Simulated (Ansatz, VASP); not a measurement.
## LiF: VASP beside Ansatz

```xyz
2
Lattice="0.0000 2.0350 2.0350 2.0350 0.0000 2.0350 2.0350 2.0350 0.0000" Properties=species:S:1:pos:R:3 pbc="T T T"
Li    0.0000    0.0000    0.0000
F     2.0350    2.0350    2.0350
```

Alike in both runs: task single point; functional HSE06; k mesh 6 × 6 × 6; occupations fermi-dirac, width 0.02 eV; no spin polarisation.

|  | VASP | Ansatz |
| --- | --- | --- |
| version | VASP 6.6.1 | Ansatz 0.2.0 development build |
| potentials or method | VASP PAW PBE potentials, release 64 (Li_sv, F), cutoff 520 eV | plane waves, all-electron PAW datasets generated for the crystal |

|  | VASP | Ansatz | Ansatz less VASP |
| --- | --- | --- | --- |
| gap on the k mesh at the Fermi level (eV) | 11.09 | 11.08 | -0.011 |

Ansatz ran all-electron here, and VASP with PAW potentials.

The k mesh is coarse, so the values compare programs but aren't converged. Noted on VASP's run: the cutoff is short for stress, so the pressure is rough.
